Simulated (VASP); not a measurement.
# ZnO (P6_3/mmc) in VASP: notebook, part 2 of 2

VASP 6.6.1. The steps go on from the part before.

### Step 3. Single point, r2SCAN (strain +4.0%)

POSCAR reads:

```
ZnO
1.0
    3.5538781085      0.0000000000      0.0000000000
   -1.7769390542      3.0777487239      0.0000000000
    0.0000000000      0.0000000000      4.6575658917
Zn O
2 2
Direct
    0.3333333333      0.6666666667      0.2500000000
    0.6666666667      0.3333333333      0.7500000000
    0.6666666667      0.3333333333      0.2500000000
    0.3333333333      0.6666666667      0.7500000000
```

INCAR.step1 reads:

```
ALGO = Normal
EDIFF = 1E-4
ENCUT = 520
GGA = PE
ISMEAR = 0
LASPH = True
LCHARG = False
LREAL = False
LWAVE = True
NBANDS = 26
NELM = 60
PREC = Accurate
SIGMA = 0.01
```

INCAR.step2 reads:

```
ALGO = Normal
EDIFF = 1E-6
ENCUT = 520
ISIF = 2
ISMEAR = 0
ISTART = 1
LASPH = True
LCHARG = True
LELF = True
LMIXTAU = True
LREAL = False
LVHAR = True
LWAVE = False
METAGGA = R2SCAN
NBANDS = 26
NELM = 60
PREC = Accurate
SIGMA = 0.01
```

KPOINTS reads:

```
k-points
0
Gamma
  12 12 6
```

Potentials or basis: VASP PAW PBE potentials, release 64 (Zn, O).

Started as:

```sh
$ cat potpaw_PBE.64/Zn/POTCAR potpaw_PBE.64/O/POTCAR > POTCAR
$ cp INCAR.step1 INCAR
$ mpirun -np 1 vasp_std > vasp.out
$ cp INCAR.step2 INCAR
$ mpirun -np 1 vasp_std > vasp.out
```

OUTCAR:

```text
EDIFF = 1E-6
   ENCUT = 520
   ISIF = 2
   ISMEAR = 0
   ISTART = 1
   LASPH = True
   LREAL = False
   METAGGA = R2SCAN
   NELM = 60
   PREC = Accurate

 ion  position               nearest neighbor table
   1  0.333  0.667  0.250-   3 2.05   3 2.05   3 2.05   4 2.33   4 2.33
   2  0.667  0.333  0.750-   4 2.05   4 2.05   4 2.05   3 2.33   3 2.33
   3  0.667  0.333  0.250-   1 2.05   1 2.05   1 2.05   2 2.33   2 2.33
   4  0.333  0.667  0.750-   2 2.05   2 2.05   2 2.05   1 2.33   1 2.33

  LATTYP: Found a hexagonal cell.
 ALAT       =     3.5538781085
 C/A-ratio  =     1.3105587050

  Lattice vectors:

 A1 = (   3.5538781085,   0.0000000000,   0.0000000000)
 A2 = (  -1.7769390542,   3.0777487239,   0.0000000000)
 A3 = (   0.0000000000,   0.0000000000,   4.6575658917)

Analysis of symmetry for initial positions (statically):
=====================================================================
 Subroutine PRICEL returns:
 Original cell was already a primitive cell.

 Routine SETGRP: Setting up the symmetry group for a
 hexagonal supercell.

 Subroutine GETGRP returns: Found 24 space group operations
 (whereof 12 operations were pure point group operations)
 out of a pool of 24 trial point group operations.

The static configuration has the point symmetry D_3d.
 The point group associated with its full space group is D_6h.

Analysis of symmetry for dynamics (positions and initial velocities):
=====================================================================
 Subroutine PRICEL returns:
 Original cell was already a primitive cell.

 Routine SETGRP: Setting up the symmetry group for a
 hexagonal supercell.

 Subroutine GETGRP returns: Found 24 space group operations
 (whereof 12 operations were pure point group operations)
 out of a pool of 24 trial point group operations.

The dynamic configuration has the point symmetry D_3d.
 The point group associated with its full space group is D_6h.
[... 120 lines left out ...]
   IALGO  =     38    algorithm
   IMIX   =      4    mixing-type and parameters
     AMIX     =   0.40;   BMIX     =  1.00
     AMIX_MAG =   1.60;   BMIX_MAG =  1.00
  volume/ion in A,a.u.               =      12.74        85.95
  Fermi-wavevector in a.u.,A,eV,Ry     =   1.458179  2.755558 28.929867  2.126285
  Thomas-Fermi vector in A             =   2.574894
   LORBIT       =      0    0 simple, 1 ext, 2 COOP (PROOUT), +10 PAW based schemes
   METAGGA = R2SCAN    functional components
   LHFCALC =     F    Hartree Fock is set to
   AEXX    =    0.0000 exact exchange contribution
   IVDW    =     0    specifies the selected vdW correction
   LEPSILON=     F    determine dielectric tensor
   LRPA    =     F    only Hartree local field effects (RPA)
 non-spin polarized calculation
 Gauss-broadening in eV      SIGMA  =   0.01
  energy-cutoff  :      520.00
  volume of cell :       50.94
 maximum number of plane-waves:      1409
 NGX is ok and might be reduce to    28
   NGX = 13   NGY = 13   NGZ = 17

 number of electron      35.9999979 magnetization

 Free energy of the ion-electron system (eV)
  ---------------------------------------------------
  ext. energy  EPLUGINS =         0.00000000
  ---------------------------------------------------
  free energy    TOTEN  =       -35.82193453 eV

  energy without entropy =      -35.82193453  energy(sigma->0) =      -35.82193453

 E-fermi :   0.2485     XC(G=0): -11.2980

 val. band max:        0.1448543853   @ k =   0.3333   0.3333   0.5000
 cond. band min:       1.2858287622   @ k =   0.0000   0.0000   0.0000
 fundamental gap:      1.1409743769
 Fermi energy:         0.2485260938

 k-point     1 :       0.0000    0.0000    0.0000
  band No.  band energies     occupation
      1     -18.1042      2.00000
      2     -17.2016      2.00000
      3      -5.2751      2.00000
      4      -5.2750      2.00000
      5      -5.1980      2.00000
      6      -5.1979      2.00000
[... 685 lines left out ...]
     25      13.2302      0.00000
     26      14.7001      0.00000

 [... further k-points ...]

------------------------ aborting loop because EDIFF is reached ----------------------------------------

  FORCE on cell =-STRESS in cart. coord.  units (eV):
  Direction    XX          YY          ZZ          XY          YZ          ZX
  --------------------------------------------------------------------------------------
  -------------------------------------------------------------------------------------
  Total       -4.7373056     -4.7373056     -3.7610387     -0.0000000      0.0000000      0.0000000
  in kB     -148.9866283   -148.9866283   -118.2833684     -0.0000000      0.0000000      0.0000000
  external PRESSURE =    -138.7522084 kB  Pullay stress =       0.0000000 kB

 VOLUME and BASIS-vectors are now :
 -----------------------------------------------------------------------------
  energy-cutoff  :      520.00
  volume of cell :       50.94
      direct lattice vectors                 reciprocal lattice vectors
     3.553878109  0.000000000  0.000000000     0.281382751  0.162456407  0.000000000
    -1.776939054  3.077748724  0.000000000     0.000000000  0.324912814  0.000000000
     0.000000000  0.000000000  4.657565892     0.000000000  0.000000000  0.214704424

 POSITION                                       TOTAL-FORCE (eV/Angst)
 -----------------------------------------------------------------------------------
     -0.00000      2.05183      1.16439        -0.000000      0.000000      0.000000
      1.77694      1.02592      3.49317         0.000000     -0.000000      0.000000
      1.77694      1.02592      1.16439        -0.000000      0.000000      0.000000
     -0.00000      2.05183      3.49317        -0.000000     -0.000000      0.000000
 -----------------------------------------------------------------------------------
    total drift:                               -0.000000      0.000000     -0.000000

  FREE ENERGIE OF THE ION-ELECTRON SYSTEM (eV)
  ---------------------------------------------------
  free  energy   TOTEN  =       -35.8219345277 eV

  energy  without entropy=      -35.8219345277  energy(sigma->0) =      -35.82193453
```

OUTCAR.step1:

```text
EDIFF = 1E-4
   ENCUT = 520
   GGA = PE
   ISMEAR = 0
[... 928 lines left out ...]
     -0.00000      2.05183      1.16439        -0.000000      0.000000      0.000000
      1.77694      1.02592      3.49317         0.000000     -0.000000      0.000000
      1.77694      1.02592      1.16439         0.000000      0.000000      0.000000
     -0.00000      2.05183      3.49317         0.000000     -0.000000      0.000000
 -----------------------------------------------------------------------------------
    total drift:                               -0.000000      0.000000     -0.000000

  FREE ENERGIE OF THE ION-ELECTRON SYSTEM (eV)
  ---------------------------------------------------
  free  energy   TOTEN  =       -17.4953667192 eV

  energy  without entropy=      -17.4953667192  energy(sigma->0) =      -17.49536672
```

Run time: 9.2 min. Hardware: 1 thread of Intel Xeon 8259CL, shared host; peak memory 0.23 GiB.

Results:

```
Free energy            : -35.8219 eV
Pressure               : -13.9 GPa
Band gap on the k mesh : 1.14 eV (least direct gap 1.23 eV)
```

Stress tensor (GPa, compression positive):
```
-14.90   0.00   0.00
  0.00 -14.90   0.00
  0.00   0.00 -11.83
```

Caveat: the cell differs from its parent crystal (strain +4.0%); the cell stands under tension; the PAW data sets were made with another functional, which shifts forces and pressure a little. A k mesh can miss the band edges.
